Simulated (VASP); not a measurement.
# Au (Fd-3m) in VASP: further runs

The runs below take Au through single point, with PBE.

Everything below comes from runs of VASP 6.6.1. Logs are shortened: lines on timing, memory, paths and dates and some standing lists are left out, and cuts for length are marked.

## 1. The cell of the first run

The structure is cubic, space group Fd-3m (No. 227). The conventional cell has a = 5.641 Å, b = 5.641 Å, c = 5.641 Å, α = 90.00°, β = 90.00°, γ = 90.00°. Au (site symmetry -43m) has 4 Au at 2.44 Å within 3.2 Å.

## 2. Single point, PBE

The input, INCAR:

```
PREC = Accurate
ENCUT = 520
EDIFF = 1E-6
ISMEAR = 1
SIGMA = 0.05
LREAL = F
LASPH = T
NELM = 60
ALGO = Normal
ISIF = 2
LWAVE = F
LCHARG = F
GGA = PE
NBANDS = 18
```

The input, KPOINTS:

```
Automatic mesh
0
Gamma
  8 8 8
```

The input, POSCAR:

```
Au
1.0
    0.0000000000      2.8204434000      2.8204434000
    2.8204434000      0.0000000000      2.8204434000
    2.8204434000      2.8204434000      0.0000000000
Au
2
Direct
    0.0000000000      0.0000000000      0.0000000000
    0.2500000000      0.2500000000      0.2500000000
```

Potentials or basis: VASP PAW PBE potentials, release 64 (Au).

On the command line:

```bash
cat potpaw_PBE.64/Au/POTCAR > POTCAR
mpirun -np 1 vasp_std > vasp.out
```

OUTCAR:

```text
PREC = Accurate
   ENCUT = 520
   EDIFF = 1E-6
   ISMEAR = 1
   LREAL = F
   LASPH = T
   NELM = 60
   ISIF = 2
   GGA = PE

 ion  position               nearest neighbor table
   1  0.000  0.000  0.000-   2 2.44   2 2.44   2 2.44   2 2.44
   2  0.250  0.250  0.250-   1 2.44   1 2.44   1 2.44   1 2.44

  LATTYP: Found a face centered cubic cell.
 ALAT       =     5.6408868000

  Lattice vectors:

 A1 = (   0.0000000000,   2.8204434000,   2.8204434000)
 A2 = (   2.8204434000,   0.0000000000,   2.8204434000)
 A3 = (   2.8204434000,   2.8204434000,   0.0000000000)

Analysis of symmetry for initial positions (statically):
=====================================================================
 Subroutine PRICEL returns:
 Original cell was already a primitive cell.

 Routine SETGRP: Setting up the symmetry group for a
 face centered cubic supercell.

 Subroutine GETGRP returns: Found 48 space group operations
 (whereof 24 operations were pure point group operations)
 out of a pool of 48 trial point group operations.

The static configuration has the point symmetry T_d .
 The point group associated with its full space group is O_h .

Analysis of symmetry for dynamics (positions and initial velocities):
=====================================================================
 Subroutine PRICEL returns:
 Original cell was already a primitive cell.

 Routine SETGRP: Setting up the symmetry group for a
 face centered cubic supercell.

 Subroutine GETGRP returns: Found 48 space group operations
 (whereof 24 operations were pure point group operations)
 out of a pool of 48 trial point group operations.

The dynamic configuration has the point symmetry T_d .
 The point group associated with its full space group is O_h .

 Subroutine INISYM returns: Found 48 space group operations
 (whereof 24 operations are pure point group operations),
 and found     1 'primitive' translations

----------------------------------------------------------------------------------------

                                     Primitive cell

  volume of cell :      44.8727

  direct lattice vectors                    reciprocal lattice vectors
     0.000000000  2.820443400  2.820443400    -0.177277091  0.177277091  0.177277091
     2.820443400  0.000000000  2.820443400     0.177277091 -0.177277091  0.177277091
     2.820443400  2.820443400  0.000000000     0.177277091  0.177277091 -0.177277091

  length of vectors
     3.988709308  3.988709308  3.988709308     0.307052928  0.307052928  0.307052928

  position of ions in fractional coordinates (direct lattice)
     0.000000000  0.000000000  0.000000000
     0.250000000  0.250000000  0.250000000

[... 73 lines left out ...]
   LASPH  =      T    aspherical Exc in radial PAW
   ENCUT  =  520.0 eV  38.22 Ry    6.18 a.u.   7.42  7.42  7.42*2*pi/ulx,y,z
   NELM   =     60;   NELMIN=  2; NELMDL= -5     # of ELM steps
   EDIFF  = 0.1E-05   stopping-criterion for ELM
   LREAL  =      F    real-space projection
   EDIFFG = 0.1E-04   stopping-criterion for IOM
   NSW    =      0    number of steps for IOM
   IBRION =     -1    ionic relax: 0-MD 1-quasi-New 2-CG
   NFREE  =      0    steps in history (QN), initial steepest desc. (CG)
   ISIF   =      2    stress and relaxation
   ISYM   =      2    0-nonsym 1-usesym 2-fastsym
   POTIM  = 0.5000    time-step for ionic-motion
   TEBEG  =    0.0;   TEEND  =   0.0 temperature during run
   PSTRESS=    0.0 pullay stress
   NELECT =      22.0000    total number of electrons
   NUPDOWN=      -1.0000    fix difference up-down
   EMIN   =  10.00;   EMAX   =-10.00  energy-range for DOS
   EFERMI =   0.00;   METHOD = LEGACY
   ISMEAR =     1;   SIGMA  =   0.05  broadening in eV -4-tet -1-fermi 0-gaus
   EFERMI_NEDOS =   21; number of points for ismear=-14 and -15
   IALGO  =     38    algorithm
   IMIX   =      4    mixing-type and parameters
     AMIX     =   0.40;   BMIX     =  1.00
     AMIX_MAG =   1.60;   BMIX_MAG =  1.00
  volume/ion in A,a.u.               =      22.44       151.41
  Fermi-wavevector in a.u.,A,eV,Ry     =   1.290887  2.439423 22.672614  1.666390
  Thomas-Fermi vector in A             =   2.422691
   LORBIT       =      0    0 simple, 1 ext, 2 COOP (PROOUT), +10 PAW based schemes
   GGA     = PE    functional components
   LHFCALC =     F    Hartree Fock is set to
   AEXX    =    0.0000 exact exchange contribution
   IVDW    =     0    specifies the selected vdW correction
   LEPSILON=     F    determine dielectric tensor
   LRPA    =     F    only Hartree local field effects (RPA)
 non-spin polarized calculation
 Methfessel and Paxton  Order N= 1 SIGMA  =   0.05
  energy-cutoff  :      520.00
  volume of cell :       44.87
 maximum number of plane-waves:      1243
 NGX is ok and might be reduce to    30
   NGX = 15   NGY = 15   NGZ = 15

 number of electron      22.0000003 magnetization

 Free energy of the ion-electron system (eV)
  ---------------------------------------------------
  ext. energy  EPLUGINS =         0.00000000
  ---------------------------------------------------
  free energy    TOTEN  =        -4.08326925 eV

  energy without entropy =       -4.08323172  energy(sigma->0) =       -4.08325674

 E-fermi :   5.7267     XC(G=0): -10.7281

 val. band max:        5.4788427550   @ k =   0.5000   0.0000   0.0000
 cond. band min:       5.7275195647   @ k =  -0.3750   0.3750   0.0000
 fundamental gap:      0.2486768097
 Fermi energy:         5.7267383257

 k-point     1 :       0.0000    0.0000    0.0000
  band No.  band energies     occupation
      1      -2.0732      2.00000
      2       0.1354      2.00000
      3       0.1354      2.00000
      4       0.2608      2.00000
      5       0.2608      2.00000
      6       0.2608      2.00000
[... 481 lines left out ...]
      5       0.8666      2.00000
      6       1.0952      2.00000
[... 10 lines left out ...]
     17      20.8259      0.00000
     18      21.4218      0.00000

 [... further k-points ...]
[... 5 lines left out ...]
  --------------------------------------------------------------------------------------
  -------------------------------------------------------------------------------------
  Total        8.3081039      8.3081039      8.3081039      0.0000000      0.0000000      0.0000000
  in kB      296.6404298    296.6404298    296.6404298      0.0000000      0.0000000      0.0000000
  external PRESSURE =     296.6404298 kB  Pullay stress =       0.0000000 kB

 VOLUME and BASIS-vectors are now :
 -----------------------------------------------------------------------------
  energy-cutoff  :      520.00
  volume of cell :       44.87
      direct lattice vectors                 reciprocal lattice vectors
     0.000000000  2.820443400  2.820443400    -0.177277091  0.177277091  0.177277091
     2.820443400  0.000000000  2.820443400     0.177277091 -0.177277091  0.177277091
     2.820443400  2.820443400  0.000000000     0.177277091  0.177277091 -0.177277091

 POSITION                                       TOTAL-FORCE (eV/Angst)
 -----------------------------------------------------------------------------------
      0.00000      0.00000      0.00000         0.000000     -0.000000     -0.000000
      1.41022      1.41022      1.41022        -0.000000      0.000000      0.000000
 -----------------------------------------------------------------------------------
    total drift:                                0.000000     -0.000000      0.000000

  FREE ENERGIE OF THE ION-ELECTRON SYSTEM (eV)
  ---------------------------------------------------
  free  energy   TOTEN  =        -4.0832692540 eV

  energy  without entropy=       -4.0832317211  energy(sigma->0) =       -4.08325674
```

Wall time 29 s (1 thread of Intel Xeon 8259CL, shared host); peak memory 0.18 GiB.

What came out:

```yaml
Free_energy: -4.0833 eV
Pressure: 29.7 GPa
Band_gap_on_the_k_mesh: zero (band 11 reaches 6.13 eV, above the bottom of band 12 at 5.44 eV)
```

Caveat: spin-orbit coupling is left out, which moves the levels of the heavy elements.

## 3. Single point, PBE

This run uses another cell than the first one, of 23.74 Å³/atom, 1.058 times its volume.

The input, INCAR:

```
PREC     = Accurate       # precision mode
ENCUT    = 520            # plane-wave cutoff, eV
EDIFF    = 1E-6           # SCF threshold, eV
ISMEAR   = 1              # smearing method
SIGMA    = 0.05           # smearing width, eV
LREAL    = False          # projectors in reciprocal space
LASPH    = True           # aspherical terms in the spheres
NELM     = 100            # most SCF steps
ALGO     = Normal         # electronic algorithm
ISIF     = 2              # what is computed and relaxed
LWAVE    = False          # write WAVECAR
LCHARG   = False          # write CHGCAR
GGA      = PE             # functional
NBANDS   = 18             # bands
```

KPOINTS is that of step 2.

The input, POSCAR:

```
Au
1.0
    0.0000000000      2.8741311718      2.8741311718
    2.8741311718      0.0000000000      2.8741311718
    2.8741311718      2.8741311718      0.0000000000
Au
2
Direct
    0.0000000000      0.0000000000      0.0000000000
    0.2500000000      0.2500000000      0.2500000000
```

Potentials or basis: VASP PAW PBE potentials, release 64 (Au).

On the command line:

```bash
cat potpaw_PBE.64/Au/POTCAR > POTCAR
mpirun -np 1 vasp_std > vasp.out
```

OUTCAR:

```text
PREC = Accurate
   ENCUT = 520
   EDIFF = 1E-6
   ISMEAR = 1
   LREAL = False
   LASPH = True
   NELM = 100
   ISIF = 2
   GGA = PE

 ion  position               nearest neighbor table
   1  0.000  0.000  0.000-   2 2.49   2 2.49   2 2.49   2 2.49
   2  0.250  0.250  0.250-   1 2.49   1 2.49   1 2.49   1 2.49

  LATTYP: Found a face centered cubic cell.
 ALAT       =     5.7482623436

  Lattice vectors:

 A1 = (   0.0000000000,   2.8741311718,   2.8741311718)
 A2 = (   2.8741311718,   0.0000000000,   2.8741311718)
 A3 = (   2.8741311718,   2.8741311718,   0.0000000000)

Analysis of symmetry for initial positions (statically):
=====================================================================
 Subroutine PRICEL returns:
 Original cell was already a primitive cell.

 Routine SETGRP: Setting up the symmetry group for a
 face centered cubic supercell.

 Subroutine GETGRP returns: Found 48 space group operations
 (whereof 24 operations were pure point group operations)
 out of a pool of 48 trial point group operations.

The static configuration has the point symmetry T_d .
 The point group associated with its full space group is O_h .

Analysis of symmetry for dynamics (positions and initial velocities):
=====================================================================
 Subroutine PRICEL returns:
 Original cell was already a primitive cell.

 Routine SETGRP: Setting up the symmetry group for a
 face centered cubic supercell.

 Subroutine GETGRP returns: Found 48 space group operations
 (whereof 24 operations were pure point group operations)
 out of a pool of 48 trial point group operations.

The dynamic configuration has the point symmetry T_d .
 The point group associated with its full space group is O_h .

 Subroutine INISYM returns: Found 48 space group operations
[... 105 lines left out ...]
   POTIM  = 0.5000    time-step for ionic-motion
   TEBEG  =    0.0;   TEEND  =   0.0 temperature during run
   PSTRESS=    0.0 pullay stress
   NELECT =      22.0000    total number of electrons
   NUPDOWN=      -1.0000    fix difference up-down
   EMIN   =  10.00;   EMAX   =-10.00  energy-range for DOS
   EFERMI =   0.00;   METHOD = LEGACY
   ISMEAR =     1;   SIGMA  =   0.05  broadening in eV -4-tet -1-fermi 0-gaus
   EFERMI_NEDOS =   21; number of points for ismear=-14 and -15
   IALGO  =     38    algorithm
   IMIX   =      4    mixing-type and parameters
     AMIX     =   0.40;   BMIX     =  1.00
     AMIX_MAG =   1.60;   BMIX_MAG =  1.00
  volume/ion in A,a.u.               =      23.74       160.22
  Fermi-wavevector in a.u.,A,eV,Ry     =   1.266774  2.393856 21.833492  1.604716
  Thomas-Fermi vector in A             =   2.399957
   LORBIT       =      0    0 simple, 1 ext, 2 COOP (PROOUT), +10 PAW based schemes
   GGA     = PE    functional components
   LHFCALC =     F    Hartree Fock is set to
   AEXX    =    0.0000 exact exchange contribution
   IVDW    =     0    specifies the selected vdW correction
   LEPSILON=     F    determine dielectric tensor
   LRPA    =     F    only Hartree local field effects (RPA)
 non-spin polarized calculation
 Methfessel and Paxton  Order N= 1 SIGMA  =   0.05
  energy-cutoff  :      520.00
  volume of cell :       47.48
 maximum number of plane-waves:      1303
   NGX = 15   NGY = 15   NGZ = 15

 number of electron      21.9999998 magnetization

 Free energy of the ion-electron system (eV)
  ---------------------------------------------------
  ext. energy  EPLUGINS =         0.00000000
  ---------------------------------------------------
  free energy    TOTEN  =        -4.48341929 eV

  energy without entropy =       -4.48330608  energy(sigma->0) =       -4.48338155

 E-fermi :   5.0147     XC(G=0): -10.4154

 val. band max:        4.7316278668   @ k =   0.5000   0.0000   0.0000
 cond. band min:       5.0174068074   @ k =  -0.3750   0.3750   0.0000
 fundamental gap:      0.2857789407
 Fermi energy:         5.0147028240

 k-point     1 :       0.0000    0.0000    0.0000
  band No.  band energies     occupation
      1      -2.3360      2.00000
      2      -0.1896      2.00000
      3      -0.1896      2.00000
      4      -0.1049      2.00000
      5      -0.1049      2.00000
      6      -0.1049      2.00000
[... 481 lines left out ...]
      5       0.4788      2.00000
      6       0.6874      2.00000
[... 10 lines left out ...]
     17      19.8387      0.00000
     18      20.2235      0.00000

 [... further k-points ...]
[... 5 lines left out ...]
  --------------------------------------------------------------------------------------
  -------------------------------------------------------------------------------------
  Total        5.8573427      5.8573427      5.8573427      0.0000000      0.0000000      0.0000000
  in kB      197.6339114    197.6339114    197.6339114      0.0000000      0.0000000      0.0000000
  external PRESSURE =     197.6339114 kB  Pullay stress =       0.0000000 kB

 VOLUME and BASIS-vectors are now :
 -----------------------------------------------------------------------------
  energy-cutoff  :      520.00
  volume of cell :       47.48
      direct lattice vectors                 reciprocal lattice vectors
     0.000000000  2.874131172  2.874131172    -0.173965616  0.173965616  0.173965616
     2.874131172  0.000000000  2.874131172     0.173965616 -0.173965616  0.173965616
     2.874131172  2.874131172  0.000000000     0.173965616  0.173965616 -0.173965616

 POSITION                                       TOTAL-FORCE (eV/Angst)
 -----------------------------------------------------------------------------------
      0.00000      0.00000      0.00000         0.000000      0.000000      0.000000
      1.43707      1.43707      1.43707        -0.000000     -0.000000     -0.000000
 -----------------------------------------------------------------------------------
    total drift:                                0.000000     -0.000000      0.000000

  FREE ENERGIE OF THE ION-ELECTRON SYSTEM (eV)
  ---------------------------------------------------
  free  energy   TOTEN  =        -4.4834192909 eV

  energy  without entropy=       -4.4833060773  energy(sigma->0) =       -4.48338155
```

It took 31 s on 1 thread of Intel Xeon 8259CL, shared host; peak memory 0.17 GiB.

What came out:

* Free energy: -4.4834 eV
* Pressure: 19.8 GPa
* Band gap on the k mesh: zero (band 11 reaches 5.38 eV, above the bottom of band 12 at 4.71 eV)

Caveat: spin-orbit coupling is left out, which moves the levels of the heavy elements.

## 4. Single point, PBE

This run uses another cell than the first one, of 25.63 Å³/atom, 1.142 times its volume.

The input, INCAR:

```
  ALGO = Normal
  EDIFF = 1E-6
  ENCUT = 520
  GGA = PE
  ISIF = 2
  ISMEAR = 1
  LASPH = True
  LCHARG = False
  LREAL = False
  LWAVE = False
  NBANDS = 18
  NELM = 60
  PREC = Accurate
  SIGMA = 0.05
```

The input, KPOINTS:

```
k-points
0
Gamma
  8 8 8
```

The input, POSCAR:

```
Au
1.0
    0.0000000000      2.9484721835      2.9484721835
    2.9484721835      0.0000000000      2.9484721835
    2.9484721835      2.9484721835      0.0000000000
Au
2
Direct
    0.0000000000      0.0000000000      0.0000000000
    0.2500000000      0.2500000000      0.2500000000
```

On the command line:

```bash
cat potpaw_PBE.64/Au/POTCAR > POTCAR
mpirun -np 1 vasp_std > vasp.out
```

Run time: 26 s. Hardware: 1 thread of Intel Xeon 8259CL, shared host; peak memory 0.18 GiB.

It converged, with:

```yaml
Free_energy: -4.8265 eV
Pressure: 9.9 GPa
Band_gap_on_the_k_mesh: zero (band 11 reaches 4.44 eV, above the bottom of band 12 at 3.79 eV)
```

Levels at points of the mesh, in eV from the Fermi level:
| k point | band 9 | band 10 | band 11 | band 12 | band 13 | band 14 |
| --- | --- | --- | --- | --- | --- | --- |
| (0.00, 0.00, 0.00) | -2.56 | -1.29 | -1.29 | 9.47 | 10.17 | 10.37 |
| (0.50, 0.00, 0.00) | -1.48 | -1.48 | -1.25 | -0.32 | 7.16 | 7.16 |
| (0.50, 0.50, 0.00) | -1.28 | -1.28 | 0.32 | 0.32 | 3.69 | 3.69 |

Caveat: spin-orbit coupling is left out, which moves the levels of the heavy elements.

## 5. Single point, PBE

This run uses another cell than the first one, of 29.16 Å³/atom, 1.300 times its volume.

The input, INCAR:

```
SYSTEM = Au
PREC = Accurate
ENCUT = 520
EDIFF = 1E-6
ISMEAR = 1
SIGMA = 0.05
LREAL = .False.
LASPH = .True.
NELM = 80
ALGO = Normal
ISIF = 2
LWAVE = .False.
LCHARG = .False.
GGA = PE
NBANDS = 18
```

The input, KPOINTS:

```
regular mesh
0
Gamma
  8 8 8
  0 0 0
```

The input, POSCAR:

```
Au
1.0
    0.0000000000      3.0780796635      3.0780796635
    3.0780796635      0.0000000000      3.0780796635
    3.0780796635      3.0780796635      0.0000000000
Au
2
Direct
    0.0000000000      0.0000000000      0.0000000000
    0.2500000000      0.2500000000      0.2500000000
```

On the command line:

```bash
cat potpaw_PBE.64/Au/POTCAR > POTCAR
mpirun -np 1 vasp_std > vasp.out
```

It took 27 s on 1 thread of Intel Xeon 8259CL, shared host; peak memory 0.18 GiB.

The run converged. Its results:

```yaml
Free_energy: -5.0139 eV
Pressure: -0.1 GPa
Band_gap_on_the_k_mesh: zero (band 11 reaches 3.05 eV, above the bottom of band 12 at 2.41 eV)
```

Levels at points of the mesh, in eV from the Fermi level:
```tsv
k point	band 7	band 8	band 9	band 10	band 11	band 12	band 13	band 14	band 15	band 16
(0.00, 0.00, 0.00)	-2.24	-2.24	-2.24	-1.28	-1.28	8.46	9.47	9.47	9.47	9.83
(0.50, 0.00, 0.00)	-2.02	-2.02	-1.40	-1.40	-0.75	-0.39	6.72	6.72	8.63	9.81
(0.50, 0.50, 0.00)	-2.70	-2.70	-1.24	-1.24	0.25	0.25	3.77	3.77	7.97	7.97
```

Caveat: spin-orbit coupling is left out, which moves the levels of the heavy elements.

## 6. The runs side by side

```csv
cell,gap on the mesh (eV),pressure (GPa)
"a = 3.989 Å, angles 60.0°, 2 atoms",none,29.7
"a = 4.065 Å, angles 60.0°, 2 atoms",none,19.8
"a = 4.170 Å, angles 60.0°, 2 atoms",none,9.9
"a = 4.353 Å, angles 60.0°, 2 atoms",none,-0.1
```

Alike in all rows: task single point; level PBE; potentials or basis VASP PAW PBE potentials, release 64 (Au); no spin polarisation; k mesh 8 × 8 × 8; cutoff (eV) 520; smearing methfessel-paxton 0.05 eV.

Caveats: spin-orbit coupling is left out, which moves the levels of the heavy elements.

Absolute energies hang on the potentials; compare differences alone.
